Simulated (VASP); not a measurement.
Mg3GePd: single point with PBE

Crystal: Mg3GePd.

```xyz
10
Lattice="6.9221 0.0000 0.0000 -3.4610 5.9947 0.0000 0.0000 0.0000 5.1656" Properties=species:S:1:pos:R:3 pbc="T T T"
Mg    0.0000    2.2681    1.2914
Mg    4.9579    1.1340    3.8742
Mg    3.4610    3.7266    3.8742
Mg   -1.4968    4.8607    1.2914
Mg    1.4968    4.8607    1.2914
Mg    1.9642    1.1340    3.8742
Ge    0.0000    3.9965    3.8742
Ge    3.4610    1.9982    1.2914
Pd    0.0000    0.0000    2.5828
Pd    0.0000    0.0000    0.0000
```

- Program: VASP 6.6.1
- Task: single point
- Functional: PBE
- Potentials or basis: VASP PAW PBE potentials, release 64 (Mg, Ge_d, Pd)
- Cutoff: 520 eV
- k mesh: 6 × 6 × 8
- Occupations: gaussian, width 0.1 eV
- Spin: no spin polarisation
- Dipole correction: no
- Further INCAR settings: ALGO = Fast; EDIFF = 1e-07; NBANDS = 41

```yaml
Pressure: -0.1 GPa
Band_gap_on_the_k_mesh: zero (bands 30 and 31 overlap by 1.08 eV)
```

Levels at points of the mesh, in eV from the Fermi level:
```
           k point  band 27  band 28  band 29  band 30  band 31  band 32  band 33  band 34
(0.00, 0.00, 0.00)    -1.38    -1.38    -1.11    -0.61    -0.25     1.43     1.43     1.51
(0.50, 0.00, 0.00)    -1.38    -0.96    -0.18    -0.15     0.07     0.30     0.32     1.32
(0.00, 0.00, 0.50)    -1.32    -1.32    -1.32    -1.32    -0.15    -0.15    -0.15    -0.15
(0.50, 0.00, 0.50)    -1.89    -1.89    -0.02    -0.02     0.90     0.90     1.88     1.88
```

Wall time 10 min on 1 thread of Intel(R) Xeon(R) Platinum 8488C (Sapphire Rapids), with other jobs on the host, peak memory 0.52 GiB.
